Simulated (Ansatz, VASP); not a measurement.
**Ir in VASP and in Ansatz**

```xyz
1
Lattice="-0.1572 1.9054 1.9054 1.7482 0.0000 1.7482 1.9054 1.9054 -0.1572" Properties=species:S:1:pos:R:3 pbc="T T T"
Ir    0.0000    0.0000    0.0000
```

Change from the starting cell: engineering shear strain xz -0.1650, engineering shear strain yz +0.0000.

Alike in both runs: task single point; functional LDA; k mesh 20 × 20 × 20; occupations gaussian, width 0.15 eV; no spin polarisation.

|  | VASP | Ansatz |
| --- | --- | --- |
| version | VASP 6.6.1 | Ansatz 0.2.0 |
| potentials or method | VASP PAW LDA potentials, release 64 (Ir_sv_GW), cutoff 560 eV | scalar-relativistic, plane waves, PAW |
| valence electrons in the cell | 17 | 17 |

VASP gave:

* gap on the k mesh at the Fermi level (eV): none
* pressure (GPa): 14.7
* traceless stress, the component that is largest in VASP (GPa): 48.02

**Question.** What did Ansatz give for the same quantities?

**Answer.** gap on the k mesh at the Fermi level (eV): none; pressure (GPa): 15.0; traceless stress, the component that is largest in VASP (GPa): 47.82.

LDA's correlation is that of Perdew and Zunger in VASP and of Perdew and Wang (1992) in Ansatz. A gap of «none» marks a metal or a gap that the smearing closes.

Neither program's run includes spin-orbit coupling.
